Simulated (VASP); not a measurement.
Wanted: the native input for a VASP 6.6.1 run.

```
Task                   : single point
Functional             : PBE
Potentials or basis    : VASP PAW PBE potentials, release 64 (Be, H, Br)
Cutoff                 : 600 eV
k mesh                 : 6 × 6 × 2
Occupations            : gaussian, width 0.1 eV
Spin                   : no spin polarisation
Dipole correction      : no
Further INCAR settings : ALGO = Normal; EDIFF = 1e-06; NBANDS = 22
```

The structure of Be3H4Br2 lies in POSCAR:

```
Be3H4Br2
1.0
    3.3494544411      0.0000000000      0.0000000000
   -1.6747272206      2.9007126348      0.0000000000
    0.0000000000      0.0000000000      9.7007026515
Be H Br
3 4 2
Direct
    0.6666666667      0.3333333333      0.9084667118
    0.0000000000      0.0000000000      0.5000000000
    0.3333333333      0.6666666667      0.0915332882
    0.3333333333      0.6666666667      0.5027681762
    0.6666666667      0.3333333333      0.0531542202
    0.6666666667      0.3333333333      0.4972318238
    0.3333333333      0.6666666667      0.9468457798
    0.0000000000      0.0000000000      0.7572104951
    0.0000000000      0.0000000000      0.2427895049
```

The input as run:

INCAR

```
ALGO = Normal
EDIFF = 1E-6
ENCUT = 600
GGA = PE
GGA_COMPAT = False
ISIF = 2
ISMEAR = 0
LASPH = True
LCHARG = False
LREAL = False
LWAVE = False
NBANDS = 22
NELM = 120
PREC = Accurate
SIGMA = 0.1
```

KPOINTS

```
k-points
0
Gamma
  6 6 2
```

Potentials or basis: VASP PAW PBE potentials, release 64 (Be, H, Br).

The run is started by

```console
$ cat potpaw_PBE.64/Be/POTCAR potpaw_PBE.64/H/POTCAR potpaw_PBE.64/Br/POTCAR > POTCAR
$ mpirun -np 1 vasp_std > vasp.out
```

Results of the run:

| Quantity | Value |
| --- | --- |
| Pressure | 0.0 GPa |
| Largest force | 0.021 eV/Å |
| Band gap on the k mesh | zero (bands 12 and 13 overlap by 3.37 eV) |

Caveat: the k points lie up to 0.36 Å⁻¹ apart, too coarse for converged energies and pressures of a metal.

Wall time 19 s on 1 thread of Intel(R) Xeon(R) 6975P-C (Granite Rapids), on a shared host, peak memory 0.24 GiB.
